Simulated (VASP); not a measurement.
**SnSe2: single point with PBE+D3(BJ)**

The system is SnSe2.

```xyz
3
Lattice="3.8110 0.0000 0.0000 -1.9055 3.3004 0.0000 0.0000 0.0000 6.1360" Properties=species:S:1:pos:R:3 pbc="T T T"
Sn    0.0000    0.0000    0.0000
Se    0.0000    2.2003    1.5279
Se    1.9055    1.1001    4.6081
```

```
Program                : VASP 6.6.1
Task                   : single point
Functional             : PBE
Dispersion             : D3(BJ)
Potentials or basis    : VASP PAW PBE potentials, release 64 (Sn_d, Se)
Cutoff                 : 520 eV
k mesh                 : 6 × 6 × 4
Occupations            : gaussian, width 0.1 eV
Spin                   : no spin polarisation
Dipole correction      : no
Further INCAR settings : ALGO = Normal; EDIFF = 1e-06; NBANDS = 20
```

- Pressure: 3.3 GPa
- Largest force: 0.808 eV/Å
- Band gap on the k mesh: 0.82 eV, indirect (least direct gap 1.09 eV)
- Dispersion energy per atom: -0.361 eV

Forces on the atoms (eV/Å):
```
Sn   0.000  0.000  0.000
Se   0.000  0.000  0.808
Se   0.000  0.000 -0.808
```

Stress tensor (GPa, compression positive):
```
2.89 0.00 0.00
0.00 2.89 0.00
0.00 0.00 4.25
```

Levels at points of the mesh, in eV from the valence-band top:
```
           k point  band 9  band 10  band 11  band 12  band 13  band 14  band 15  band 16  band 17  band 18
(0.00, 0.00, 0.00)   -0.70    -0.70    -0.39    -0.39     0.00     1.09     2.95     4.64     4.64     8.13
(0.50, 0.00, 0.00)   -4.48    -2.90    -2.68    -1.19    -0.30     1.16     3.80     5.45     5.49     7.28
(0.00, 0.00, 0.50)   -2.04    -0.79    -0.79    -0.24    -0.24     2.45     2.92     4.37     4.37     8.17
(0.50, 0.00, 0.50)   -4.92    -2.51    -1.99    -0.83    -0.69     0.87     4.26     4.85     5.84     6.36
```

Wall time 30 s on 1 thread of Intel(R) Xeon(R) Platinum 8488C (Sapphire Rapids) (shared host), peak memory 0.21 GiB.

Caveat: spin-orbit coupling is left out, which moves the levels of the heavy elements. A k mesh can miss the band edges.
